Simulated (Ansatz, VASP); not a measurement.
Two plane-wave programs on SnS2

```
CELL_PARAMETERS angstrom
3.65092 0.00000 0.00000
-1.82546 3.16179 0.00000
0.00000 0.00000 6.07439
ATOMIC_POSITIONS crystal
Sn 0.00000 0.00000 0.00000
S 0.33333 0.66667 0.24265
S 0.66667 0.33333 0.75735
```

Alike in both runs: task single point; functional PBEsol; k mesh 9 × 9 × 6; occupations gaussian, width 0.02 eV; non-collinear spin, spin-orbit coupling.

|  | VASP | Ansatz |
| --- | --- | --- |
| version | VASP 6.6.1 | Ansatz 0.2.0 |
| potentials or method | VASP PAW PBE potentials, release 64 (Sn_d, S), cutoff 500 eV | plane waves, PAW |
| valence electrons in the cell | 26 | 26 |

```tsv
	VASP	Ansatz	Ansatz less VASP
pressure (GPa)	-0.1	0.0	+0.04
net moment per atom (μB)	0.00	0.00	0.000
```

VASP's potentials were made for PBE, not for PBEsol.
